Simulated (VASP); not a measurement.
# Si (P2_12_12_1) in VASP: further runs, part 2 of 2

VASP 6.6.1. The steps go on from the part before.

## Step 5: Single point, PBE (atoms displaced along a vibrational mode, the cell strained)

INCAR reads:

```
SYSTEM = Si
PREC = Accurate
ENCUT = 520
EDIFF = 1E-7
ISMEAR = 0
SIGMA = 0.05
LREAL = .FALSE.
LASPH = .TRUE.
NELM = 60
ALGO = Normal
ISIF = 2
LWAVE = .FALSE.
LCHARG = .FALSE.
GGA = PE
NBANDS = 16
```

KPOINTS reads:

```
regular mesh
0
G
  8 8 6
  0 0 0
```

POSCAR reads:

```
Si
1.0
    0.0000000000     -2.7574592735     -2.7574592735
    0.0000000000      2.7574592735     -2.7574592735
    5.5149185470      0.0000000000      0.0000000000
Si
4
Direct
    0.5079281072      0.5291944823      0.0000000000
   -0.0079281072     -0.0291944823      0.5000000000
    1.0079281072      0.4708055177      0.2500000000
    0.4920718928      0.0291944823      0.7500000000
```

Potentials or basis: VASP PAW PBE potentials, release 64 (Si).

Started as:

```bash
cat potpaw_PBE.64/Si/POTCAR > POTCAR
mpirun -np 1 vasp_std > vasp.out
```

OUTCAR:

```text
SYSTEM = Si
   PREC = Accurate
   ENCUT = 520
   EDIFF = 1E-7
   ISMEAR = 0
   LREAL = .FALSE.
   LASPH = .TRUE.
   NELM = 60
   ISIF = 2
   GGA = PE

 ion  position               nearest neighbor table
   1  0.508  0.529  0.000-   4 2.39   4 2.39   3 2.40   3 2.40
   2  0.992  0.971  0.500-   3 2.39   3 2.39   4 2.40   4 2.40
   3  0.008  0.471  0.250-   2 2.39   2 2.39   1 2.40   1 2.40
   4  0.492  0.029  0.750-   1 2.39   1 2.39   2 2.40   2 2.40

  LATTYP: Found a simple tetragonal cell.
 ALAT       =     3.8996363023
 C/A-ratio  =     1.4142135624

  Lattice vectors:

 A1 = (   0.0000000000,  -2.7574592735,  -2.7574592735)
 A2 = (   0.0000000000,   2.7574592735,  -2.7574592735)
 A3 = (   5.5149185470,   0.0000000000,   0.0000000000)

Analysis of symmetry for initial positions (statically):
=====================================================================
 Subroutine PRICEL returns:
 Original cell was already a primitive cell.

 Routine SETGRP: Setting up the symmetry group for a
 simple tetragonal supercell.

 Subroutine GETGRP returns: Found  4 space group operations
 (whereof  1 operations were pure point group operations)
 out of a pool of 16 trial point group operations.

The static configuration has the point symmetry C_1 .
 The point group associated with its full space group is D_2 .

Analysis of symmetry for dynamics (positions and initial velocities):
=====================================================================
 Subroutine PRICEL returns:
 Original cell was already a primitive cell.

 Routine SETGRP: Setting up the symmetry group for a
 simple tetragonal supercell.

 Subroutine GETGRP returns: Found  4 space group operations
 (whereof  1 operations were pure point group operations)
 out of a pool of 16 trial point group operations.

The dynamic configuration has the point symmetry C_1 .
 The point group associated with its full space group is D_2 .

 Subroutine INISYM returns: Found  4 space group operations
 (whereof  1 operations are pure point group operations),
 and found     1 'primitive' translations

----------------------------------------------------------------------------------------

                                     Primitive cell

  volume of cell :      83.8663

  direct lattice vectors                    reciprocal lattice vectors
     0.000000000 -2.757459273 -2.757459273     0.000000000 -0.181326341 -0.181326341
     0.000000000  2.757459273 -2.757459273     0.000000000  0.181326341 -0.181326341
     5.514918547  0.000000000  0.000000000     0.181326341  0.000000000  0.000000000

  length of vectors
     3.899636302  3.899636302  5.514918547     0.256434170  0.256434170  0.181326341

  position of ions in fractional coordinates (direct lattice)
     0.507928107  0.529194482  0.000000000
     0.992071893  0.970805518  0.500000000
     0.007928107  0.470805518  0.250000000
     0.492071893  0.029194482  0.750000000

  ion indices of the primitive-cell ions
   primitive index   ion index
                 1           1
                 2           2
                 3           3
[... 25 lines left out ...]

 Found    100 irreducible k-points:

 Following reciprocal coordinates:
            Coordinates               Weight
  0.000000  0.000000  0.000000      1.000000
  0.125000  0.000000  0.000000      2.000000
  0.000000  0.125000  0.000000      2.000000
  0.250000  0.000000  0.000000      2.000000
  0.000000  0.250000  0.000000      2.000000
  0.375000  0.000000  0.000000      2.000000
[... 16 lines left out ...]
  0.500000  0.375000  0.000000      2.000000
 -0.375000  0.500000  0.000000      2.000000
 [... further k-points ...]
   k-points           NKPTS =    100   k-points in BZ     NKDIM =    100   number of bands    NBANDS=     16
   number of dos      NEDOS =    301   number of ions     NIONS =      4
   total plane-waves  NPLWV =  37800
   dimension x,y,z NGX =    30 NGY =   30 NGZ =   42
   dimension x,y,z NGXF=    60 NGYF=   60 NGZF=   84
   ions per type =               4
   NGX,Y,Z   is equivalent  to a cutoff of  12.79, 12.79, 12.66 a.u.
   NGXF,Y,Z  is equivalent  to a cutoff of  25.58, 25.58, 25.32 a.u.
 SYSTEM =  Si
   PREC   = accura    normal or accurate (medium, high low for compatibility)
   ISTART =      0    job   : 0-new  1-cont  2-samecut
   ICHARG =      2    charge: 1-file 2-atom 10-const
   ISPIN  =      1    spin polarized calculation?
   LNONCOLLINEAR =      F non collinear calculations
   LSORBIT =      F    spin-orbit coupling
   LASPH  =      T    aspherical Exc in radial PAW
   ENCUT  =  520.0 eV  38.22 Ry    6.18 a.u.   7.25  7.25 10.25*2*pi/ulx,y,z
   NELM   =     60;   NELMIN=  2; NELMDL= -5     # of ELM steps
   EDIFF  = 0.1E-06   stopping-criterion for ELM
   LREAL  =      F    real-space projection
   EDIFFG = 0.1E-05   stopping-criterion for IOM
   NSW    =      0    number of steps for IOM
   IBRION =     -1    ionic relax: 0-MD 1-quasi-New 2-CG
   NFREE  =      0    steps in history (QN), initial steepest desc. (CG)
   ISIF   =      2    stress and relaxation
   ISYM   =      2    0-nonsym 1-usesym 2-fastsym
   POTIM  = 0.5000    time-step for ionic-motion
   TEBEG  =    0.0;   TEEND  =   0.0 temperature during run
   PSTRESS=    0.0 pullay stress
   NELECT =      16.0000    total number of electrons
   NUPDOWN=      -1.0000    fix difference up-down
   EMIN   =  10.00;   EMAX   =-10.00  energy-range for DOS
   EFERMI =   0.00;   METHOD = LEGACY
   ISMEAR =     0;   SIGMA  =   0.05  broadening in eV -4-tet -1-fermi 0-gaus
   EFERMI_NEDOS =   21; number of points for ismear=-14 and -15
   IALGO  =     38    algorithm
   IMIX   =      4    mixing-type and parameters
     AMIX     =   0.40;   BMIX     =  1.00
     AMIX_MAG =   1.60;   BMIX_MAG =  1.00
  volume/ion in A,a.u.               =      20.97       141.49
  Fermi-wavevector in a.u.,A,eV,Ry     =   0.942437  1.780948 12.084528  0.888188
  Thomas-Fermi vector in A             =   2.070046
   LORBIT       =      0    0 simple, 1 ext, 2 COOP (PROOUT), +10 PAW based schemes
   GGA     = PE    functional components
   LHFCALC =     F    Hartree Fock is set to
   AEXX    =    0.0000 exact exchange contribution
   IVDW    =     0    specifies the selected vdW correction
   LEPSILON=     F    determine dielectric tensor
   LRPA    =     F    only Hartree local field effects (RPA)
 non-spin polarized calculation
 Gauss-broadening in eV      SIGMA  =   0.05
  energy-cutoff  :      520.00
  volume of cell :       83.87
 maximum number of plane-waves:      2316
 NGX is ok and might be reduce to    30
   NGX = 15   NGY = 15   NGZ = 21

 number of electron      16.0000000 magnetization

 Free energy of the ion-electron system (eV)
  ---------------------------------------------------
  ext. energy  EPLUGINS =         0.00000000
  ---------------------------------------------------
  free energy    TOTEN  =       -21.61480883 eV

  energy without entropy =      -21.61480883  energy(sigma->0) =      -21.61480883

 E-fermi :   5.6745     XC(G=0):  -9.2418

 val. band max:        5.4211572816   @ k =   0.0000   0.0000   0.0000
 cond. band min:       6.0229445099   @ k =   0.3750   0.3750   0.0000
 fundamental gap:      0.6017872283
 Fermi energy:         5.6744592385

 k-point     1 :       0.0000    0.0000    0.0000
  band No.  band energies     occupation
      1      -6.2658      2.00000
      2      -2.3036      2.00000
      3      -2.2579      2.00000
      4       2.6491      2.00000
      5       2.6841      2.00000
      6       5.1635      2.00000
[... 433 lines left out ...]
      3      -1.3311      2.00000
      4      -1.3311      2.00000
      5       2.5019      2.00000
      6       2.5019      2.00000
[... 8 lines left out ...]
     15      14.3156      0.00000
     16      14.3156      0.00000

 [... further k-points ...]

------------------------ aborting loop because EDIFF is reached ----------------------------------------

  FORCE on cell =-STRESS in cart. coord.  units (eV):
  Direction    XX          YY          ZZ          XY          YZ          ZX
  --------------------------------------------------------------------------------------
  -------------------------------------------------------------------------------------
  Total       -1.3567992     -1.3341807     -1.3341807      0.0000000     -0.0677043      0.0000000
  in kB      -25.9202305    -25.4881280    -25.4881280      0.0000000     -1.2934196      0.0000000
  external PRESSURE =     -25.6321621 kB  Pullay stress =       0.0000000 kB

 VOLUME and BASIS-vectors are now :
 -----------------------------------------------------------------------------
  energy-cutoff  :      520.00
  volume of cell :       83.87
      direct lattice vectors                 reciprocal lattice vectors
     0.000000000 -2.757459273 -2.757459273     0.000000000 -0.181326341 -0.181326341
     0.000000000  2.757459273 -2.757459273     0.000000000  0.181326341 -0.181326341
     5.514918547  0.000000000  0.000000000     0.181326341  0.000000000  0.000000000

 POSITION                                       TOTAL-FORCE (eV/Angst)
 -----------------------------------------------------------------------------------
      0.00000      0.05864     -2.85982         0.095059     -0.152630      0.253984
      2.75746     -0.05864     -5.41255         0.095059      0.152630     -0.253984
      1.37873      1.27637     -1.32009        -0.095059      0.253984     -0.152630
      4.13619     -1.27637     -1.43737        -0.095059     -0.253984      0.152630
 -----------------------------------------------------------------------------------
    total drift:                                0.000000     -0.000000     -0.000000

  FREE ENERGIE OF THE ION-ELECTRON SYSTEM (eV)
  ---------------------------------------------------
  free  energy   TOTEN  =       -21.6148088339 eV

  energy  without entropy=      -21.6148088339  energy(sigma->0) =      -21.61480883
```

OSZICAR:

```text
N       E                     dE             d eps       ncg     rms          rms(c)
DAV:   1     0.265282658183E+02    0.26528E+02   -0.59292E+03  3200   0.817E+02
DAV:   2    -0.199888894608E+02   -0.46517E+02   -0.42007E+02  4432   0.119E+02
DAV:   3    -0.218978968019E+02   -0.19090E+01   -0.18942E+01  4304   0.229E+01
DAV:   4    -0.219204550164E+02   -0.22558E-01   -0.22553E-01  4024   0.321E+00
DAV:   5    -0.219208557174E+02   -0.40070E-03   -0.40069E-03  4328   0.406E-01    0.644E+00
DAV:   6    -0.217101949421E+02    0.21066E+00   -0.85919E-02  3808   0.138E+00    0.391E+00
DAV:   7    -0.216120273924E+02    0.98168E-01   -0.18496E-01  4008   0.211E+00    0.222E-01
DAV:   8    -0.216142983655E+02   -0.22710E-02   -0.13353E-02  3800   0.581E-01    0.105E-01
DAV:   9    -0.216147191006E+02   -0.42074E-03   -0.59575E-04  4328   0.141E-01    0.798E-02
DAV:  10    -0.216148061646E+02   -0.87064E-04   -0.98643E-05  3728   0.506E-02    0.103E-02
DAV:  11    -0.216148079944E+02   -0.18298E-05   -0.36919E-06  4432   0.109E-02    0.816E-03
DAV:  12    -0.216148089175E+02   -0.92306E-06   -0.14976E-06  3688   0.688E-03    0.162E-03
DAV:  13    -0.216148088339E+02    0.83529E-07   -0.59273E-08  3272   0.133E-03
   1 F= -.21614809E+02 E0= -.21614809E+02  d E =-.541037E-15
```

Run time: 68 s. Hardware: 1 thread of AMD EPYC 9R45 (Zen 5), shared host; peak memory 0.2 GiB.

Results:

- Free energy: -21.6148 eV
- Pressure: -2.6 GPa
- Largest force: 0.311 eV/Å
- Band gap on the k mesh: 0.60 eV (least direct gap 0.75 eV)

Forces in eV/Å, atoms in the order of the input:
```
Si   0.095 -0.153  0.254
Si   0.095  0.153 -0.254
Si  -0.095  0.254 -0.153
Si  -0.095 -0.254  0.153
```

Caveat: the cell differs from its parent crystal (atoms displaced along a vibrational mode, the cell strained). A k mesh can miss the band edges.

## Step 6: Overview

```csv
cell,gap on the mesh (eV),pressure (GPa),largest force (eV/Å)
"a = 3.835, b = 3.835, c = 5.424 Å, 4 atoms, atomic positions A",0.53,1.8,0.27
"a = 3.835, b = 3.835, c = 5.424 Å, 4 atoms, atomic positions B",0.56,2.0,0.19
"a = 3.868, b = 3.868, c = 5.470 Å, 4 atoms, atomic positions B",0.60,-0.3,0.21
"a = 3.900, b = 3.900, c = 5.515 Å, 4 atoms, atomic positions A",0.60,-2.6,0.31
```

Alike in all rows: task single point; level PBE; potentials or basis VASP PAW PBE potentials, release 64 (Si); no spin polarisation; k mesh 8 × 8 × 6; cutoff (eV) 520; smearing gaussian 0.05 eV.

Total energies depend on the potentials used, so only differences within one code and one set of settings carry meaning.
